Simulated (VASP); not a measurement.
# NaAl6Se8 (R-3) in VASP: single point with revPBE

Aim: the single point of NaAl6Se8 with revPBE.

All numbers are computed with VASP 6.6.1; they aren't measurements. Logs are shortened: lines on timing, memory, paths and dates and some standing lists are left out, and cuts for length are marked.

## 1. The cell of the first run

Symmetry: R-3, No. 148, trigonal system. The conventional cell has a = 9.542 Å, b = 9.542 Å, c = 11.679 Å, α = 90.00°, β = 90.00°, γ = 120.00°. Al (site symmetry 1) has 5 Se at 2.56 to 2.72 Å and 5 Al at 2.70 to 3.44 Å within 3.5 Å. Na (site symmetry -3) has 8 Se at 2.67 to 3.13 Å within 3.5 Å. Se (site symmetry 1) has 4 Al at 2.59 to 2.72 Å and 1 Na at 3.13 Å and 11 Se at 3.42 to 4.16 Å within 4.2 Å. Within 3.6 Å of Se (site symmetry 3) lie 3 Al at 2.56 Å and 1 Na at 2.67 Å and 6 Se at 3.42 to 3.55 Å.

## 2. Single point, revPBE

INCAR reads:

```
SYSTEM = NaAl6Se8
PREC = Accurate
ENCUT = 520
EDIFF = 1E-7
ISMEAR = 0
SIGMA = 0.0364
LREAL = Auto
LASPH = .TRUE.
NELM = 100
ALGO = Normal
ISIF = 2
LWAVE = .FALSE.
LCHARG = .FALSE.
GGA = RE
NBANDS = 50
```

KPOINTS reads:

```
Automatic mesh
0
G
  5 5 5
  0 0 0
```

POSCAR reads:

```
NaAl6Se8
1.0
    4.7709960000      2.7545370000      3.8930870000
   -4.7709960000      2.7545370000      3.8930870000
    0.0000000000     -5.5090750000      3.8930870000
Al Na Se
6 1 8
Direct
    0.4154000000      0.5592000000      0.2329000000
    0.2329000000      0.4154000000      0.5592000000
    0.5592000000      0.2329000000      0.4154000000
    0.5846000000      0.4408000000      0.7671000000
    0.7671000000      0.5846000000      0.4408000000
    0.4408000000      0.7671000000      0.5846000000
    0.0000000000      0.0000000000      0.0000000000
    0.7559000000      0.3755000000      0.1187000000
    0.1187000000      0.7559000000      0.3755000000
    0.3755000000      0.1187000000      0.7559000000
    0.2441000000      0.6245000000      0.8813000000
    0.8813000000      0.2441000000      0.6245000000
    0.6245000000      0.8813000000      0.2441000000
    0.2288000000      0.2288000000      0.2288000000
    0.7712000000      0.7712000000      0.7712000000
```

Potentials or basis: VASP PAW PBE potentials, release 64 (Al, Na_pv, Se).

On the command line:

```bash
$ cat potpaw_PBE.64/Al/POTCAR potpaw_PBE.64/Na_pv/POTCAR potpaw_PBE.64/Se/POTCAR > POTCAR
$ mpirun -np 1 vasp_std > vasp.out
```

OUTCAR:

```text
SYSTEM = NaAl6Se8
   PREC = Accurate
   ENCUT = 520
   EDIFF = 1E-7
   ISMEAR = 0
   LREAL = Auto
   LASPH = .TRUE.
   NELM = 100
   ISIF = 2
   GGA = RE

 ion  position               nearest neighbor table
   1  0.415  0.559  0.233-  14 2.56   9 2.59  13 2.59  11 2.67   3 2.70   2 2.70   8 2.72   5 2.76
                             6 2.76
   2  0.233  0.415  0.559-  14 2.56  10 2.59  11 2.59  12 2.67   3 2.70   1 2.70   9 2.72   4 2.76
                             6 2.76
   3  0.559  0.233  0.415-  14 2.56   8 2.59  12 2.59  13 2.67   2 2.70   1 2.70  10 2.72   5 2.76
                             4 2.76
   4  0.585  0.441  0.767-  15 2.56  12 2.59  10 2.59   8 2.67   6 2.70   5 2.70  11 2.72   2 2.76
                             3 2.76
   5  0.767  0.585  0.441-  15 2.56  13 2.59   8 2.59   9 2.67   6 2.70   4 2.70  12 2.72   1 2.76
                             3 2.76
   6  0.441  0.767  0.585-  15 2.56  11 2.59   9 2.59  10 2.67   5 2.70   4 2.70  13 2.72   2 2.76
                             1 2.76
   7  0.000  0.000  0.000-  14 2.67  15 2.67
   8  0.756  0.376  0.119-   3 2.59   5 2.59   4 2.67   1 2.72
   9  0.119  0.756  0.376-   1 2.59   6 2.59   5 2.67   2 2.72
  10  0.376  0.119  0.756-   2 2.59   4 2.59   6 2.67   3 2.72
  11  0.244  0.624  0.881-   6 2.59   2 2.59   1 2.67   4 2.72
  12  0.881  0.244  0.624-   4 2.59   3 2.59   2 2.67   5 2.72
  13  0.624  0.881  0.244-   5 2.59   1 2.59   3 2.67   6 2.72
  14  0.229  0.229  0.229-   3 2.56   1 2.56   2 2.56   7 2.67
  15  0.771  0.771  0.771-   6 2.56   4 2.56   5 2.56   7 2.67

  LATTYP: Found a trigonal (rhomboedric) cell.
 ALAT       =     6.7458137616
 COS(alpha) =    -0.0004131841

  Lattice vectors:

 A1 = (   4.7709960000,   2.7545370000,   3.8930870000)
 A2 = (  -4.7709960000,   2.7545370000,   3.8930870000)
 A3 = (   0.0000000000,  -5.5090750000,   3.8930870000)

Analysis of symmetry for initial positions (statically):
=====================================================================
 Subroutine PRICEL returns:
 Original cell was already a primitive cell.

 Routine SETGRP: Setting up the symmetry group for a
 trigonal (rhombohedral) supercell.

 Subroutine GETGRP returns: Found  6 space group operations
 (whereof  6 operations were pure point group operations)
 out of a pool of 12 trial point group operations.

The static configuration has the point symmetry S_6 .

Analysis of symmetry for dynamics (positions and initial velocities):
=====================================================================
 Subroutine PRICEL returns:
 Original cell was already a primitive cell.

[... 151 lines left out ...]
     AMIX_MAG =   1.60;   BMIX_MAG =  1.00
  volume/ion in A,a.u.               =      20.47       138.10
  Fermi-wavevector in a.u.,A,eV,Ry     =   1.014257  1.916668 13.996553  1.028718
  Thomas-Fermi vector in A             =   2.147474
   LORBIT       =      0    0 simple, 1 ext, 2 COOP (PROOUT), +10 PAW based schemes
   GGA     = RE    functional components
   LHFCALC =     F    Hartree Fock is set to
   AEXX    =    0.0000 exact exchange contribution
   IVDW    =     0    specifies the selected vdW correction
   LEPSILON=     F    determine dielectric tensor
   LRPA    =     F    only Hartree local field effects (RPA)
 non-spin polarized calculation
 Gauss-broadening in eV      SIGMA  =   0.04
  energy-cutoff  :      520.00
  volume of cell :      306.98
 maximum number of plane-waves:      8289
 NGX is ok and might be reduce to    50
   NGX = 25   NGY = 25   NGZ = 25

 number of electron      72.9999981 magnetization

 Free energy of the ion-electron system (eV)
  ---------------------------------------------------
  ext. energy  EPLUGINS =         0.00000000
  ---------------------------------------------------
  free energy    TOTEN  =       -54.99628815 eV

  energy without entropy =      -54.99193330  energy(sigma->0) =      -54.99411072

 E-fermi :   5.9115     XC(G=0):  -9.5071

 val. band max:        5.8679403805   @ k =  -0.4000   0.2000  -0.0000
 cond. band min:       5.9143427792   @ k =  -0.4000   0.0000  -0.2000
 fundamental gap:      0.0464023988
 Fermi energy:         5.9114989076

 k-point     1 :       0.0000    0.0000    0.0000
  band No.  band energies     occupation
      1     -18.8357      2.00000
      2     -18.8180      2.00000
      3     -18.8180      2.00000
      4      -9.4213      2.00000
      5      -8.2038      2.00000
      6      -8.2037      2.00000
[... 1162 lines left out ...]
     47       9.4181      0.00000
     48       9.6197      0.00000
 [bands above 48 left out]

------------------------ aborting loop because EDIFF is reached ----------------------------------------

  FORCE on cell =-STRESS in cart. coord.  units (eV):
  Direction    XX          YY          ZZ          XY          YZ          ZX
  --------------------------------------------------------------------------------------
  -------------------------------------------------------------------------------------
  Total        7.9805713      7.9805800      7.2757587     -0.0000030     -0.0000006      0.0000000
  in kB       41.6525397     41.6525854     37.9739516     -0.0000154     -0.0000033      0.0000000
  external PRESSURE =      40.4263589 kB  Pullay stress =       0.0000000 kB

 VOLUME and BASIS-vectors are now :
 -----------------------------------------------------------------------------
  energy-cutoff  :      520.00
  volume of cell :      306.98
      direct lattice vectors                 reciprocal lattice vectors
     4.770996000  2.754537000  3.893087000     0.104799920  0.060506229  0.085621861
    -4.770996000  2.754537000  3.893087000    -0.104799920  0.060506229  0.085621861
     0.000000000 -5.509075000  3.893087000     0.000000000 -0.121012458  0.085621845

 POSITION                                       TOTAL-FORCE (eV/Angst)
 -----------------------------------------------------------------------------------
     -0.68607      1.40151      4.70090        -0.708838      1.230297     -1.390325
     -0.87071     -1.29491      4.70090        -0.711049     -1.229020     -1.390325
      1.55678     -0.10660      4.70090         1.419887     -0.001277     -1.390325
      0.68607     -1.40151      6.97836         0.708838     -1.230297      1.390325
      0.87071      1.29491      6.97836         0.711049      1.229020      1.390325
     -1.55678      0.10660      6.97836        -1.419887      0.001277      1.390325
      0.00000      0.00000      0.00000         0.000000      0.000000     -0.000000
      1.81489      2.46256      4.86675        -0.649352     -0.638701      0.116871
     -3.04008      0.34046      4.86675         0.877806     -0.243005      0.116871
      1.22519     -2.80302      4.86675        -0.228455      0.881706      0.116871
     -1.81489     -2.46256      6.81251         0.649352      0.638701     -0.116871
      3.04008     -0.34046      6.81251        -0.877806      0.243005     -0.116871
     -1.22519      2.80302      6.81251         0.228455     -0.881706     -0.116871
      0.00000     -0.00000      2.67221         0.000000     -0.000000      1.757806
      0.00000     -0.00000      9.00705         0.000000      0.000000     -1.757806
 -----------------------------------------------------------------------------------
    total drift:                                0.000000     -0.000000      0.000000

  FREE ENERGIE OF THE ION-ELECTRON SYSTEM (eV)
  ---------------------------------------------------
  free  energy   TOTEN  =       -54.9962881470 eV

  energy  without entropy=      -54.9919332989  energy(sigma->0) =      -54.99411072
```

stdout:

```text
POSCAR found type information on POSCAR AlNaSe
 POSCAR found :  3 types and      15 ions
 scaLAPACK will be used
 -----------------------------------------------------------------------------
|                                                                             |
|                                                                             |
|     You enforced a specific xc type in the INCAR file but a different       |
|     I HOPE YOU KNOW WHAT YOU ARE DOING!                                     |
|                                                                             |
 -----------------------------------------------------------------------------

 LDA part: xc-table for (Slater+PW92), standard interpolation
 POSCAR, INCAR and KPOINTS ok, starting setup
 FFT: planning ... GRIDC
 FFT: planning ... GRID_SOFT
 FFT: planning ... GRID
 WAVECAR not read
 entering main loop
```

Run time: 17 min. Hardware: 1 thread of Intel Xeon 8259CL, shared host; peak memory 0.48 GiB.

Results:

```yaml
Free_energy: -54.9963 eV
Pressure: 4.0 GPa
Largest_force: 1.987 eV/Å
Band_gap_on_the_k_mesh: zero (an odd number of electrons rules out a gap without spin polarisation)
```

Forces in eV/Å, atoms in the order of the input:
```
Al  -0.709  1.230 -1.390
Al  -0.711 -1.229 -1.390
Al   1.420 -0.001 -1.390
Al   0.709 -1.230  1.390
Al   0.711  1.229  1.390
Al  -1.420  0.001  1.390
Na   0.000  0.000  0.000
Se  -0.649 -0.639  0.117
Se   0.878 -0.243  0.117
Se  -0.228  0.882  0.117
Se   0.649  0.639 -0.117
Se  -0.878  0.243 -0.117
Se   0.228 -0.882 -0.117
Se   0.000  0.000  1.758
Se   0.000  0.000 -1.758
```

Caveat: the cell stands under pressure; the PAW data sets were made with another functional, which shifts forces and pressure a little.
